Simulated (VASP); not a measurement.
Set up this calculation in VASP 6.6.1, as the native input.

```
Task                   : relaxation of cell and atoms
Functional             : PBEsol
Potentials or basis    : VASP PAW PBE potentials, release 64 (B, P)
Cutoff                 : 500 eV
k mesh                 : 4 × 4 × 4
Occupations            : gaussian, width 0.01 eV
Spin                   : no spin polarisation
Dipole correction      : no
Further INCAR settings : ALGO = Normal; EDIFF = 1e-07; IBRION = 2; EDIFFG = -0.002; NSW = 80; ISIF = 3
```

The structure of BP lies in POSCAR:

```
BP
1.0
    0.0000000000      2.2700000000      2.2700000000
    2.2700000000      0.0000000000      2.2700000000
    2.2700000000      2.2700000000      0.0000000000
B P
1 1
Direct
    0.0000000000      0.0000000000      0.0000000000
    0.2500000000      0.2500000000      0.2500000000
```

These files were run (other wordings do the same):

INCAR

```
PREC = Accurate
ENCUT = 500
EDIFF = 1E-7
ISMEAR = 0
SIGMA = 0.01
LREAL = F
LASPH = T
NELM = 120
ALGO = Normal
ISIF = 3
LWAVE = F
LCHARG = F
GGA = PS
IBRION = 2
NSW = 80
EDIFFG = -0.002
GGA_COMPAT = F
NELMIN = 4
```

KPOINTS

```
regular mesh
0
Gamma
  4 4 4
```

Potentials or basis: VASP PAW PBE potentials, release 64 (B, P).

Run with:

```sh
$ cat potpaw_PBE.64/B/POTCAR potpaw_PBE.64/P/POTCAR > POTCAR
$ mpirun -np 1 vasp_std > vasp.out
```

It gave:

* Relaxed volume: 11.63 Å³/atom
* Relaxed cell: a = 3.204 Å, b = 3.204 Å, c = 3.204 Å, α = 60.00°, β = 60.00°, γ = 60.00°
* Space group after relaxing (to 0.05 Å): F-43m (No. 216)
* Energy gained by relaxing: 0.2 meV/atom
* Ionic steps: 3
* Pressure after relaxing: 0.0 GPa
* Band gap on the k mesh: 1.19 eV, indirect (least direct gap 3.34 eV)

Caveat: the k points lie up to 0.60 Å⁻¹ apart in the final cell; the PAW data sets were made with another functional, which shifts forces and pressure a little.

Run time: 10 s on 1 thread of Intel Xeon 8259CL (shared host), peak memory 0.13 GiB.
